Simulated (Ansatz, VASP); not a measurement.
One calculation of Pd, two programs

File POSCAR:

```
Pd
1.0
    0.0000000000      1.9558504376      1.9558504376
    1.9558504376      0.0000000000      1.9558504376
    1.9558504376      1.9558504376      0.0000000000
Pd
1
Direct
    0.0000000000      0.0000000000      0.0000000000
```

File INCAR.step1:

```
SYSTEM = Pd
PREC = Accurate ; ENCUT = 520
ISMEAR = 0 ; SIGMA = 0.3
LREAL = .False. ; LASPH = .True.
NELM = 100 ; NBANDS = 11
GGA = PE ; ALGO = Normal
EDIFF = 1E-4 ; LWAVE = .True.
LCHARG = .False.
```

The input INCAR.step2:

```
SYSTEM = Pd
PREC = Accurate ; ENCUT = 520
EDIFF = 1E-7 ; ISMEAR = 0
SIGMA = 0.3 ; LREAL = .False.
LASPH = .True. ; NELM = 100
ALGO = Normal ; ISIF = 2
LWAVE = .False. ; LCHARG = .True.
METAGGA = R2SCAN ; LMIXTAU = .True.
LELF = .True. ; LVHAR = .True.
NBANDS = 11 ; ISTART = 1
```

The input KPOINTS:

```
Automatic mesh
0
Gamma
  14 14 14
  0 0 0
```

Input for Ansatz:

```yaml
crystal:
  lattice:
    - [0.0, 1.9558504376, 1.9558504376]
    - [1.9558504376, 0.0, 1.9558504376]
    - [1.9558504376, 1.9558504376, 0.0]
  atoms:
    - { symbol: Pd, position: [0.0, 0.0, 0.0] }
hamiltonian:
  xc: r2scan
  pseudopotentials:
    kind: paw
    azcp:
      Pd: "pseudopotentials/Pd.paw.azcp"
basis:
  ecutwfc: 500
  fft_grid_basis: typed
kpoints:
  mp_grid: { grid: [14, 14, 14], shift: [0, 0, 0] }
magnetization:
  spin_polarized: false
scf:
  occupations: { method: gaussian, width: 0.3 }
  lower_state_search: "off"
output:
  stress: true
  write_density: true
  write_potential: true
  elf: true
  volumetric_format: npy
```

Alike in both runs: task single point; functional r2SCAN; k mesh 14 × 14 × 14; occupations gaussian, width 0.3 eV; no spin polarisation.

|  | VASP | Ansatz |
| --- | --- | --- |
| version | VASP 6.6.1 | Ansatz 0.2.0 |
| potentials or method | VASP PAW PBE potentials, release 64 (Pd), cutoff 520 eV | plane waves (500 eV) with PAW, scalar-relativistic |
| valence electrons in the cell | 10 | 18 |

VASP gave:

* pressure (GPa): 0.8

Estimate Ansatz's values.

pressure (GPa): 0.1.

VASP's potentials were made for PBE, not for r2SCAN. VASP's potentials hold 10 valence electrons a cell and Ansatz's 18, so a difference there can come from the potentials and not from the codes.
